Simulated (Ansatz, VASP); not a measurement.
BiTe: VASP beside Ansatz

Contents of INCAR:

```
ALGO = Normal
EDIFF = 1E-6
ENCUT = 500
GGA = PE
GGA_COMPAT = F
ISIF = 2
ISMEAR = -5
LASPH = T
LCHARG = F
LREAL = F
LWAVE = F
NBANDS = 18
NELM = 120
PREC = Accurate
SIGMA = 0.1
```

The input KPOINTS:

```
k-points
0
Gamma
  4 4 4
```

Contents of POSCAR:

```
BiTe
1.0
    0.0000000000      3.2350000000      3.2350000000
    3.2350000000      0.0000000000      3.2350000000
    3.2350000000      3.2350000000      0.0000000000
Bi Te
1 1
Direct
    0.0000000000      0.0000000000      0.0000000000
    0.5000000000      0.5000000000      0.5000000000
```

Input for Ansatz:

```yaml
crystal:
  lattice:
    - [0.0, 3.235, 3.235]
    - [3.235, 0.0, 3.235]
    - [3.235, 3.235, 0.0]
  atoms:
    - { symbol: Bi, position: [0.0, 0.0, 0.0] }
    - { symbol: Te, position: [0.5, 0.5, 0.5] }
basis:
  ecutwfc: 420
kpoints:
  mp_grid: { grid: [4, 4, 4] }
hamiltonian:
  xc: pbe
scf:
  occupations: { method: tetrahedron }
  mixing: { beta: 0.13, ndim: 12 }
  initial_density: { chi_scale: 0, normalization: atom }
  max_iter: 93
output:
  forces: true
  stress: true
  eigenvalues: true
```

Alike in both runs: task single point; functional PBE; k mesh 4 × 4 × 4; occupations tetrahedron; no spin polarisation.

```csv
,VASP,Ansatz
version,VASP 6.6.1,Ansatz 0.2.0
potentials or method,"VASP PAW PBE potentials, release 64 (Bi_d, Te), cutoff 500 eV","scalar-relativistic, plane waves, PAW"
valence electrons in the cell,21,31
```

|  | VASP | Ansatz | Ansatz less VASP |
| --- | --- | --- | --- |
| gap on the k mesh at the Fermi level (eV) | none | none | - |
| pressure (GPa) | 0.5 | 0.7 | +0.23 |

A gap of «none» marks a metal or a gap that the smearing closes. VASP's potentials hold 21 valence electrons a cell and Ansatz's 31, so a difference there can come from the potentials and not from the codes. Ansatz's warnings: band table not solved further, tetrahedron derivatives may miss energy slope.

The k mesh is coarse, so the values compare programs but aren't converged. Neither program's run includes spin-orbit coupling.
